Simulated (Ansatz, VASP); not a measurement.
**One calculation of KZnF3, two programs**

The input INCAR:

```
SYSTEM = KZnF3
ALGO = Normal
EDIFF = 1E-7
ENCUT = 520
GGA = PE
ISIF = 2
ISMEAR = -1
LASPH = .True.
LCHARG = .True.
LELF = .True.
LREAL = .False.
LVHAR = .True.
LWAVE = .False.
NBANDS = 29
NELM = 100
PREC = Accurate
SIGMA = 0.02
```

File KPOINTS:

```
k-points
0
Gamma
  6 6 6
  0 0 0
```

The input POSCAR:

```
KZnF3
1.0
    4.0461680130      0.0000000000      0.0000000000
    0.0000000000      4.0461680130      0.0000000000
    0.0000000000      0.0000000000      4.0461680130
K Zn F
1 1 3
Direct
    0.0000000000      0.0000000000      0.0000000000
    0.5000000000      0.5000000000      0.5000000000
    0.5000000000      0.5000000000      0.0000000000
    0.0000000000      0.5000000000      0.5000000000
    0.5000000000      0.0000000000      0.5000000000
```

Input for Ansatz:

```yaml
crystal:
  lattice:
    - [4.046168013, 0.0, 0.0]
    - [0.0, 4.046168013, 0.0]
    - [0.0, 0.0, 4.046168013]
  atoms:
    - { symbol: K, position: [0.0, 0.0, 0.0] }
    - { symbol: Zn, position: [0.5, 0.5, 0.5] }
    - { symbol: F, position: [0.5, 0.5, 0.0] }
    - { symbol: F, position: [0.0, 0.5, 0.5] }
    - { symbol: F, position: [0.5, 0.0, 0.5] }
kpoints:
  mp_grid: { grid: [6, 6, 6] }
  band_path:
    path:
      - [[0.0, 0.0, 0.0], [3.929684639812e-51, 0.5, -1.586628746181e-35], [0.5, 0.5, -1.586628746181e-34], [0.0, 0.0, 0.0], [0.5, 0.5, 0.5], [3.929684639812e-51, 0.5, -1.586628746181e-35]]
      - [[0.5, 0.5, 0.5], [0.5, 0.5, -1.586628746181e-34]]
    npoints: 10
hamiltonian:
  xc: pbe
scf:
  occupations: { method: fermi_dirac, width: 0.02 }
  n_extra_bands: 5
output:
  forces: true
  stress: true
  eigenvalues: true
```

Alike in both runs: task single point; functional PBE; k mesh 6 × 6 × 6; occupations fermi-dirac, width 0.02 eV; no spin polarisation.

|  | VASP | Ansatz |
| --- | --- | --- |
| version | VASP 6.6.1 | Ansatz 0.2.0 |
| potentials or method | VASP PAW PBE potentials, release 64 (K_sv, Zn, F) | plane waves, PAW |
| plane-wave cutoff (eV) | 520 | 420 |
| valence electrons in the cell | 42 | 42 |

```tsv
	VASP	Ansatz	Ansatz less VASP
gap on the k mesh at the Fermi level (eV)	3.80	3.87	+0.070
pressure (GPa)	5.2	4.8	-0.37
```

The functional is the same, so the differences come from potentials, cutoffs and numerics.
